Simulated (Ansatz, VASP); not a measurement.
## BaZrO3 in VASP and in Ansatz

```
Ba Zr O
1.0
     4.17669    0.00000    0.00000
     0.00000    4.17669    0.00000
     0.00000    0.00000    4.17669
Ba Zr O
1 1 3
Direct
  0.00000 0.00000 0.00000
  0.50000 0.50000 0.50000
  0.00000 0.50000 0.50000
  0.50000 0.00000 0.50000
  0.50000 0.50000 0.00000
```

Alike in both runs: functional r2SCAN; k mesh 8 × 8 × 8; occupations fermi-dirac, width 0.02 eV; no spin polarisation.

Ansatz relaxed the structure, and its values are those at the end. VASP's run is a single point on that final structure, the one shown.

|  | VASP | Ansatz |
| --- | --- | --- |
| version | VASP 6.6.1 | Ansatz 0.2.0 |
| potentials or method | VASP PAW PBE potentials, release 64 (Ba_sv, Zr_sv, O), cutoff 520 eV | PAW plane waves |
| valence electrons in the cell | 40 | 40 |

Ansatz gave:

| Quantity | Value |
| --- | --- |
| gap on the k mesh at the Fermi level (eV) | 3.79 |
| pressure (GPa) | 3.4 |

Task: What did VASP give for the same quantities?

Result: gap on the k mesh at the Fermi level (eV): 3.73; pressure (GPa): 4.6.

VASP's potentials were made for PBE, not for r2SCAN. Ansatz's warnings: stress scf threshold loose.

Spin-orbit coupling is off throughout.
